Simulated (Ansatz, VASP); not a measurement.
## Two plane-wave programs on Zr2S

POSCAR

```
Zr2S
1.0
    0.0000000000      2.9258970000      0.0000000000
    2.9258970000      0.0000000000      0.0000000000
    1.4629480000      1.4629480000     -6.8526240000
Zr S
2 1
Direct
    0.3240000000      0.3240000000      0.3520000000
    0.6760000000      0.6760000000      0.6480000000
    0.0000000000      0.0000000000      0.0000000000
```

The input INCAR.step1:

```
SYSTEM = Zr2S
PREC     = Accurate       ! precision mode
ENCUT    = 520            ! plane-wave cutoff, eV
ISMEAR   = -1             ! smearing method
SIGMA    = 0.0249         ! smearing width, eV
LREAL    = .FALSE.        ! projectors in reciprocal space
LASPH    = .TRUE.         ! aspherical terms in the spheres
NELM     = 80             ! most SCF steps
NBANDS   = 22             ! bands
GGA      = PE             ! functional
ALGO     = Normal         ! electronic algorithm
EDIFF    = 1E-4           ! SCF threshold, eV
LWAVE    = .TRUE.         ! write WAVECAR
LCHARG   = .FALSE.        ! write CHGCAR
```

Contents of INCAR.step2:

```
SYSTEM = Zr2S
PREC     = Accurate       ! precision mode
ENCUT    = 520            ! plane-wave cutoff, eV
EDIFF    = 1E-6           ! SCF threshold, eV
ISMEAR   = -1             ! smearing method
SIGMA    = 0.0249         ! smearing width, eV
LREAL    = .FALSE.        ! projectors in reciprocal space
LASPH    = .TRUE.         ! aspherical terms in the spheres
NELM     = 80             ! most SCF steps
ALGO     = Normal         ! electronic algorithm
ISIF     = 2              ! what is computed and relaxed
LWAVE    = .FALSE.        ! write WAVECAR
LCHARG   = .FALSE.        ! write CHGCAR
METAGGA  = R2SCAN         ! meta-GGA
LMIXTAU  = .TRUE.       
NBANDS   = 22             ! bands
ISTART   = 1
```

Contents of KPOINTS:

```
regular mesh
0
G
  12 12 12
  0 0 0
```

Input for Ansatz:

```yaml
crystal:
  lattice:
    - [0.0, 2.925897, 0.0]
    - [2.925897, 0.0, 0.0]
    - [1.462948, 1.462948, -6.852624]
  atoms:
    - { symbol: Zr, position: [0.324, 0.324, 0.352] }
    - { symbol: Zr, position: [0.676, 0.676, 0.648] }
    - { symbol: S, position: [0.0, 0.0, 0.0] }
  symmetry: { tolerance: 0.0003 }
kpoints:
  mp_grid: { grid: [12, 12, 12], shift: [0, 0, 0] }
  band_path:
    path:
      - [0.0, 0.0, 0.0]
      - [0.5, 0.5, 0.5]
      - [0.5, 0.5, 0.25]
      - [0.0, 0.5, 0.0]
      - [0.0, 0.0, 0.0]
      - [0.0, 0.0, -0.5]
      - [0.0, 0.47721158, -0.26139421]
      - [0.0, 0.52278842, 0.26139421]
      - [0.0, 0.0, 0.0]
      - [0.5, 0.5, 0.5]
      - [0.47721158, 0.52278842, 0.5]
    npoints: 6
magnetization:
  spin_polarized: false
scf:
  occupations: { method: fermi_dirac, width: 0.0249 }
  lower_state_search: "off"
  max_iter: 200
hamiltonian:
  pseudopotentials: { kind: paw }
  xc: r2scan
basis:
  ecutwfc: 500
  fft_grid_basis: typed
output:
  forces: true
  stress: true
  eigenvalues: true
  bader: true
  populations: true
  elf: true
  write_potential: true
  volumetric_format: npy
  dos:
    e_range: [-12, 8]
    de: 0.05
    projected: { site_lists: { S: [S], Zr: [Zr] } }
checkpoint:
  read: saved_state
```

Alike in both runs: task single point; functional r2SCAN; k mesh 12 × 12 × 12; occupations fermi-dirac, width 0.0249 eV; no spin polarisation.

|  | VASP | Ansatz |
| --- | --- | --- |
| version | VASP 6.6.1 | Ansatz 0.2.0 |
| potentials or method | VASP PAW PBE potentials, release 64 (Zr_sv, S), cutoff 520 eV | PAW plane waves |
| valence electrons in the cell | 30 | 30 |

Ansatz gave:

* pressure (GPa): 11.2
* traceless stress, the component that is largest in VASP (GPa): -12.46
* rms of the force components (eV/Å): 1.714

Q: Estimate VASP's values.

A: Pressure (GPa): 11.2; traceless stress, the component that is largest in VASP (GPa): -12.50; rms of the force components (eV/Å): 1.716.

VASP's potentials were made for PBE, not for r2SCAN. Atom by atom the forces differ by 0.003 eV/Å (rms over components). With one functional, cell and mesh, what is left measures potentials, basis and numerics.
